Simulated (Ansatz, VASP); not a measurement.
**Two plane-wave programs on ZnO**

POSCAR

```
ZnO
1.0
    3.2351576527      0.0000000000      0.0000000000
   -1.6175788264      2.8017287125      0.0000000000
    0.0000000000      0.0000000000      5.2110795600
Zn O
2 2
Direct
    0.3333333333      0.6666666667      0.0011652785
    0.6666666667      0.3333333333      0.5011652785
    0.3333333333      0.6666666667      0.3808347215
    0.6666666667      0.3333333333      0.8808347215
```

File INCAR.step1:

```
SYSTEM = ZnO
  PREC = Accurate
  ENCUT = 520
  ISMEAR = 0
  SIGMA = 0.01
  LREAL = .FALSE.
  LASPH = .TRUE.
  NELM = 60
  NBANDS = 26
  GGA = PE
  ALGO = Normal
  EDIFF = 1E-4
  LWAVE = .TRUE.
  LCHARG = .FALSE.
```

The input INCAR.step2:

```
SYSTEM = ZnO
  PREC = Accurate
  ENCUT = 520
  EDIFF = 1E-7
  ISMEAR = 0
  SIGMA = 0.01
  LREAL = .FALSE.
  LASPH = .TRUE.
  NELM = 60
  ALGO = Normal
  ISIF = 2
  LWAVE = .FALSE.
  LCHARG = .FALSE.
  METAGGA = R2SCAN
  LMIXTAU = .TRUE.
  NBANDS = 26
  ISTART = 1
```

KPOINTS

```
regular mesh
0
G
  12 12 8
  0 0 0
```

Input for Ansatz:

```yaml
crystal:
  lattice:
    - [3.2351576527, 0.0, 0.0]
    - [-1.6175788264, 2.8017287125, 0.0]
    - [0.0, 0.0, 5.21107956]
  atoms:
    - { symbol: Zn, position: [0.3333333333, 0.6666666667, 0.0011652785] }
    - { symbol: Zn, position: [0.6666666667, 0.3333333333, 0.5011652785] }
    - { symbol: O, position: [0.3333333333, 0.6666666667, 0.3808347215] }
    - { symbol: O, position: [0.6666666667, 0.3333333333, 0.8808347215] }
basis:
  ecutwfc: 600.0
  xc_grid: 2
kpoints:
  mp_grid: { grid: [12, 12, 8] }
hamiltonian:
  xc: r2scan
  pseudopotentials: { kind: paw, azcp: { folder: soft_1 } }
scf:
  occupations: { method: fixed }
output:
  forces: true
  stress: true
  eigenvalues: true
  polarization: {}
```

Change from the starting cell: polar distortion scaled by 1.00.

Alike in both runs: task single point; functional r2SCAN; k mesh 12 × 12 × 8; no spin polarisation.

```csv
,VASP,Ansatz
version,VASP 6.6.1,Ansatz 0.2.0
potentials or method,"VASP PAW PBE potentials, release 64 (Zn, O), cutoff 520 eV","scalar-relativistic, plane waves, PAW"
occupations,"gaussian, width 0.01 eV",fixed
valence electrons in the cell,36,36
```

VASP gave:

```
gap on the k mesh at the Fermi level (eV) : 1.23
least direct gap on the mesh (eV)         : 1.23
pressure (GPa)                            : 1.0
rms of the force components (eV/Å)        : 0.006
```

Question: What did Ansatz give for the same quantities?

Answer: gap on the k mesh at the Fermi level (eV): 1.23; least direct gap on the mesh (eV): 1.23; pressure (GPa): 0.0; rms of the force components (eV/Å): 0.000.

VASP's potentials were made for PBE, not for r2SCAN. Atom by atom the forces differ by 0.006 eV/Å (rms over components).
